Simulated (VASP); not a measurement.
# SrVO3 (Pm-3m) in VASP: further runs, part 2 of 2

VASP 6.6.1. The steps go on from the part before.

### Step 4. Single point, PBE, collinear spin, ferromagnetic start

This run uses another cell than the first one: it holds 10 atoms, not 5.

The input, INCAR:

```
SYSTEM = SrVO3
  PREC = Accurate
  ENCUT = 520
  EDIFF = 1E-7
  ISMEAR = 0
  SIGMA = 0.05
  LREAL = .False.
  LASPH = .True.
  NELM = 150
  ALGO = Normal
  ISIF = 2
  LWAVE = .False.
  LCHARG = .False.
  ISPIN = 2
  MAGMOM = 0 0 1 1 0 0 0 0 0 0
  LORBIT = 11
  LMAXMIX = 4
  GGA = PE
  NBANDS = 56
```

The input, KPOINTS:

```
regular mesh
0
Gamma
  6 6 6
  0 0 0
```

The input, POSCAR:

```
SrVO3
1.0
    0.0000000000      3.8579762213      3.8579762213
    3.8579762213      0.0000000000      3.8579762213
    3.8579762213      3.8579762213      0.0000000000
Sr V O
2 2 6
Direct
    0.2500000000      0.2500000000      0.2500000000
    0.7500000000      0.7500000000      0.7500000000
    0.0000000000      0.0000000000      0.0000000000
    0.5000000000      0.5000000000      0.5000000000
   -0.2500000000      0.2500000000      0.2500000000
    0.2500000000     -0.2500000000      0.2500000000
    0.2500000000      0.2500000000     -0.2500000000
    0.2500000000      0.7500000000      0.7500000000
    0.7500000000      0.2500000000      0.7500000000
    0.7500000000      0.7500000000      0.2500000000
```

Potentials or basis: VASP PAW PBE potentials, release 64 (Sr_sv, V_sv, O).

Started as:

```sh
> cat potpaw_PBE.64/Sr_sv/POTCAR potpaw_PBE.64/V_sv/POTCAR potpaw_PBE.64/O/POTCAR > POTCAR
> mpirun -np 1 vasp_std > vasp.out
```

OUTCAR:

```text
SYSTEM = SrVO3
   PREC = Accurate
   ENCUT = 520
   EDIFF = 1E-7
   ISMEAR = 0
   LREAL = .False.
   LASPH = .True.
   NELM = 150
   ISIF = 2
   ISPIN = 2
   LORBIT = 11
   GGA = PE

 ion  position               nearest neighbor table
   1  0.250  0.250  0.250-   5 2.73   6 2.73   7 2.73   7 2.73   8 2.73   9 2.73   6 2.73   8 2.73
                            10 2.73   5 2.73   9 2.73  10 2.73   4 3.34   3 3.34   3 3.34   4 3.34
   2  0.750  0.750  0.750-   8 2.73   9 2.73  10 2.73   5 2.73   6 2.73  10 2.73   5 2.73   7 2.73
                             9 2.73   6 2.73   7 2.73   8 2.73   3 3.34   4 3.34   4 3.34   3 3.34
   3  0.000  0.000  0.000-   5 1.93   6 1.93   7 1.93   8 1.93   9 1.93  10 1.93   2 3.34   2 3.34
                             1 3.34   2 3.34   2 3.34   1 3.34   1 3.34   1 3.34
   4  0.500  0.500  0.500-   5 1.93   6 1.93   7 1.93   8 1.93   9 1.93  10 1.93   1 3.34   1 3.34
                             1 3.34   2 3.34   1 3.34   2 3.34   2 3.34   2 3.34
   5  0.750  0.250  0.250-   3 1.93   4 1.93   1 2.73   2 2.73   2 2.73   1 2.73
   6  0.250  0.750  0.250-   3 1.93   4 1.93   1 2.73   2 2.73   1 2.73   2 2.73
   7  0.250  0.250  0.750-   3 1.93   4 1.93   1 2.73   1 2.73   2 2.73   2 2.73
   8  0.250  0.750  0.750-   3 1.93   4 1.93   2 2.73   1 2.73   1 2.73   2 2.73
   9  0.750  0.250  0.750-   3 1.93   4 1.93   2 2.73   1 2.73   2 2.73   1 2.73
  10  0.750  0.750  0.250-   3 1.93   4 1.93   2 2.73   2 2.73   1 2.73   1 2.73

  LATTYP: Found a face centered cubic cell.
 ALAT       =     7.7159524426

  Lattice vectors:

 A1 = (   0.0000000000,   3.8579762213,   3.8579762213)
 A2 = (   3.8579762213,   0.0000000000,   3.8579762213)
 A3 = (   3.8579762213,   3.8579762213,   0.0000000000)

Analysis of symmetry for initial positions (statically):
=====================================================================
 Subroutine PRICEL returns following result:

  LATTYP: Found a simple cubic cell.
 ALAT       =     3.8579762213
[... 12 lines left out ...]
 Subroutine GETGRP returns: Found 48 space group operations
 (whereof 48 operations were pure point group operations)
 out of a pool of 48 trial point group operations.

The static configuration has the point symmetry O_h .

Analysis of symmetry for dynamics (positions and initial velocities):
=====================================================================
 Subroutine PRICEL returns following result:

  LATTYP: Found a simple cubic cell.
 ALAT       =     3.8579762213
[... 12 lines left out ...]
 Subroutine GETGRP returns: Found 48 space group operations
 (whereof 48 operations were pure point group operations)
 out of a pool of 48 trial point group operations.

The dynamic configuration has the point symmetry O_h .

Analysis of structural, dynamic, and magnetic symmetry:
=====================================================================
 Subroutine PRICEL returns following result:

  LATTYP: Found a simple cubic cell.
 ALAT       =     3.8579762213
[... 12 lines left out ...]
 Subroutine GETGRP returns: Found 48 space group operations
 (whereof 48 operations were pure point group operations)
 out of a pool of 48 trial point group operations.

The overall configuration has the point symmetry O_h .

 Subroutine INISYM returns: Found 48 space group operations
 (whereof 48 operations are pure point group operations),
 and found     2 'primitive' translations

----------------------------------------------------------------------------------------

                                     Primitive cell

  volume of cell :      57.4220

  direct lattice vectors                    reciprocal lattice vectors
[... 108 lines left out ...]
   LORBIT       =     11    0 simple, 1 ext, 2 COOP (PROOUT), +10 PAW based schemes
   GGA     = PE    functional components
   LHFCALC =     F    Hartree Fock is set to
   AEXX    =    0.0000 exact exchange contribution
   IVDW    =     0    specifies the selected vdW correction
   LEPSILON=     F    determine dielectric tensor
   LRPA    =     F    only Hartree local field effects (RPA)
 spin polarized calculation
 Gauss-broadening in eV      SIGMA  =   0.05
  energy-cutoff  :      520.00
  volume of cell :      114.84
 maximum number of plane-waves:      3119
 NGX is ok and might be reduce to    42

 number of electron      81.9999964 magnetization       0.1996012

 Free energy of the ion-electron system (eV)
  ---------------------------------------------------
  ext. energy  EPLUGINS =         0.00000000
  ---------------------------------------------------
  free energy    TOTEN  =       -78.55390189 eV

  energy without entropy =      -78.54933906  energy(sigma->0) =      -78.55162048

 E-fermi :   6.2125     XC(G=0): -11.5026

 val. band max:        6.1674141961   @ k =  -0.3333   0.3333   0.0000
 cond. band min:       6.2202959003   @ k =   0.3333   0.0000   0.0000
 fundamental gap:      0.0528817042
 Fermi energy:         6.2125097813

 spin component 1

 k-point     1 :       0.0000    0.0000    0.0000
  band No.  band energies     occupation
      1     -59.7560      1.00000
      2     -59.7539      1.00000
      3     -33.6127      1.00000
      4     -33.6127      1.00000
      5     -33.6127      1.00000
      6     -33.5836      1.00000
[... 885 lines left out ...]
     52      12.3375      0.00000
     53      12.4084      0.00000
 Fermi energy:         6.2125097813

 spin component 2

 k-point     1 :       0.0000    0.0000    0.0000
  band No.  band energies     occupation
      1     -59.6541      1.00000
      2     -59.6520      1.00000
      3     -33.5131      1.00000
      4     -33.5131      1.00000
      5     -33.5131      1.00000
      6     -33.4836      1.00000
[... 885 lines left out ...]
     52      12.3376      0.00000
     53      12.4101      0.00000
 [bands above 53 left out]

------------------------ aborting loop because EDIFF is reached ----------------------------------------

  FORCE on cell =-STRESS in cart. coord.  units (eV):
  Direction    XX          YY          ZZ          XY          YZ          ZX
  --------------------------------------------------------------------------------------
  -------------------------------------------------------------------------------------
  Total        0.5928586      0.5928586      0.5928586      0.0000000      0.0000000      0.0000000
  in kB        8.2709052      8.2709052      8.2709052      0.0000000      0.0000000      0.0000000
  external PRESSURE =       8.2709052 kB  Pullay stress =       0.0000000 kB

 VOLUME and BASIS-vectors are now :
 -----------------------------------------------------------------------------
  energy-cutoff  :      520.00
  volume of cell :      114.84
      direct lattice vectors                 reciprocal lattice vectors
     0.000000000  3.857976221  3.857976221    -0.129601628  0.129601628  0.129601628
     3.857976221  0.000000000  3.857976221     0.129601628 -0.129601628  0.129601628
     3.857976221  3.857976221  0.000000000     0.129601628  0.129601628 -0.129601628

 POSITION                                       TOTAL-FORCE (eV/Angst)
 -----------------------------------------------------------------------------------
      1.92899      1.92899      1.92899        -0.000000     -0.000000     -0.000000
      5.78696      5.78696      5.78696         0.000000     -0.000000      0.000000
      0.00000      0.00000      0.00000        -0.000000     -0.000000     -0.000000
      3.85798      3.85798      3.85798        -0.000000     -0.000000     -0.000000
      1.92899      3.85798      3.85798        -0.000000      0.000000      0.000000
      3.85798      1.92899      3.85798        -0.000000      0.000000     -0.000000
      3.85798      3.85798      1.92899        -0.000000     -0.000000      0.000000
      5.78696      3.85798      3.85798         0.000000     -0.000000      0.000000
      3.85798      5.78696      3.85798        -0.000000     -0.000000      0.000000
      3.85798      3.85798      5.78696         0.000000      0.000000      0.000000
 -----------------------------------------------------------------------------------
    total drift:                               -0.000000      0.000000      0.000000

  FREE ENERGIE OF THE ION-ELECTRON SYSTEM (eV)
  ---------------------------------------------------
  free  energy   TOTEN  =       -78.5539018860 eV

  energy  without entropy=      -78.5493390648  energy(sigma->0) =      -78.55162048

 total charge

# of ion       s       p       d       tot
------------------------------------------
    1        1.999   5.800   0.213   8.012
    2        1.999   5.800   0.213   8.012
    3        2.280   6.339   2.938  11.558
    4        2.280   6.339   2.938  11.558
    5        1.564   3.475   0.000   5.039
    6        1.564   3.475   0.000   5.039
    7        1.564   3.475   0.000   5.039
    8        1.564   3.475   0.000   5.039
    9        1.564   3.475   0.000   5.039
   10        1.564   3.475   0.000   5.039
--------------------------------------------------
tot         17.943  45.131   6.302  69.377

 magnetization (x)

# of ion       s       p       d       tot
------------------------------------------
    1       -0.000   0.000   0.000   0.000
    2       -0.000   0.000   0.000   0.000
    3        0.001   0.001   0.094   0.096
    4        0.001   0.001   0.094   0.096
    5       -0.000  -0.001   0.000  -0.001
    6       -0.000  -0.001   0.000  -0.001
    7       -0.000  -0.001   0.000  -0.001
    8       -0.000  -0.001   0.000  -0.001
    9       -0.000  -0.001   0.000  -0.001
   10       -0.000  -0.001   0.000  -0.001
--------------------------------------------------
tot          0.001  -0.005   0.189   0.185
```

Run time: 12 min. Hardware: 1 thread of Intel Xeon 8259CL, shared host; peak memory 0.41 GiB.

Results:

```
Free energy                                           : -78.5539 eV
Pressure                                              : 0.8 GPa
Net moment                                            : 0.20 μB per cell
Site moments                                          : Sr +0.00; V +0.10; O -0.00 μB
Valence electrons inside the program's atomic spheres : Sr 8.01; V 11.56; O 5.04
```

Caveat: semilocal functionals often make such compounds metallic where correlation or magnetic order opens a gap, which also shifts bond lengths. With open d or f shells a metallic result of PBE can be an artefact of self-interaction; +U or a hybrid may open a gap.

### Step 5. Overview

| spin | cell | k mesh | gap on the mesh (eV) | pressure (GPa) | moment (μB) |
| --- | --- | --- | --- | --- | --- |
| off | a = 3.858 Å, 5 atoms, atomic positions A | 8 × 8 × 8 | none | 0.8 | - |
| collinear | a = 3.858 Å, 5 atoms, atomic positions A | 8 × 8 × 8 | none | 0.9 | 0.15 |
| collinear, ferromagnetic start | a = 5.456 Å, angles 60.0°, 10 atoms, atomic positions B | 6 × 6 × 6 | none | 0.8 | 0.20 |

Alike in all rows: task single point; level PBE; potentials or basis VASP PAW PBE potentials, release 64 (Sr_sv, V_sv, O); cutoff (eV) 520; smearing gaussian 0.05 eV.

Caveats: semilocal functionals often make such compounds metallic where correlation or magnetic order opens a gap, which also shifts bond lengths; an odd number of electrons without spin polarisation forces a metal (at least some runs); a magnetic or distorted state may lie lower (at least some runs).

Absolute energies hang on the potentials; compare differences alone.

The gap in the log of VASP goes by the Fermi energy; the results here count the filled bands.